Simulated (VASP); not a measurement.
A run of VASP 6.6.1 is set up as follows.

The input INCAR:

```
SYSTEM = HgTe
PREC = Accurate
ENCUT = 520
EDIFF = 1E-6
ISMEAR = 0
SIGMA = 0.15
LREAL = .FALSE.
LASPH = .TRUE.
NELM = 100
ALGO = Normal
ISIF = 2
LWAVE = .FALSE.
LCHARG = .TRUE.
GGA = PS
LELF = .TRUE.
LVHAR = .TRUE.
NBANDS = 16
```

File KPOINTS:

```
Automatic mesh
0
G
  16 16 16
  0 0 0
```

The input POSCAR:

```
HgTe
1.0
    0.0000000000      3.1744890708      3.1744890708
    3.1744890708      0.0000000000      3.1744890708
    3.1744890708      3.1744890708      0.0000000000
Hg Te
1 1
Direct
    0.0000000000      0.0000000000      0.0000000000
    0.7500000000      0.7500000000      0.7500000000
```

Potentials or basis: VASP PAW PBE potentials, release 64 (Hg, Te).

Run with:

```console
$ cat potpaw_PBE.64/Hg/POTCAR potpaw_PBE.64/Te/POTCAR > POTCAR
$ mpirun -np 1 vasp_std > vasp.out
```

What does it give for the band gap on the k mesh?

Zero (filled and empty bands touch).

Predict the pressure.

4.0 GPa.

Caveat: the cell differs from its parent crystal (strain -0.025 along x and y, -0.025 along z); the cell stands under pressure; semilocal functionals underestimate gaps, so a narrow gap can read as zero; the PAW data sets were made with another functional, which shifts forces and pressure a little; spin-orbit coupling is left out, which moves the levels of the heavy elements.
